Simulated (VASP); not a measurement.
Co, 3 atoms in the cell. Symmetry: P6/mmm, No. 191, hexagonal system. Conventional cell: a = 3.970 Å, b = 3.970 Å, c = 2.434 Å, α = 90.00°, β = 90.00°, γ = 120.00°. Within 3.2 Å of Co (site symmetry 6/mmm) lie 14 Co at 2.43 to 2.60 Å. Within 3.0 Å of Co (site symmetry -6m2) lie 11 Co at 2.29 to 2.60 Å. 

```yaml
Program: VASP 6.6.1
Task: relaxation of cell and atoms
Functional: RPBE
Potentials_or_basis: VASP PAW PBE potentials, release 64 (Co)
Cutoff: 600 eV
k_mesh: 9 × 9 × 13
Occupations: fermi-dirac, width 0.1 eV
Spin: no spin polarisation
Dipole_correction: no
Further_INCAR_settings: ALGO = Normal; EDIFF = 1e-06; IBRION = 2; EDIFFG = -0.01; NSW = 80; ISIF = 3
```

Potentials or basis: VASP PAW PBE potentials, release 64 (Co).

Run with:

```sh
$ cat potpaw_PBE.64/Co/POTCAR > POTCAR
$ mpirun -np 1 vasp_std > vasp.out
```

Hardware: 1 thread of Intel(R) Xeon(R) 6975P-C (Granite Rapids) (shared host).

**Question.** Estimate the wall time of this run.

**Answer.** It took 100 s on 1 thread of Intel(R) Xeon(R) 6975P-C (Granite Rapids), on a shared host, peak memory 0.19 GiB. Counts: scf iterations 56, k points 84, ion steps 5.
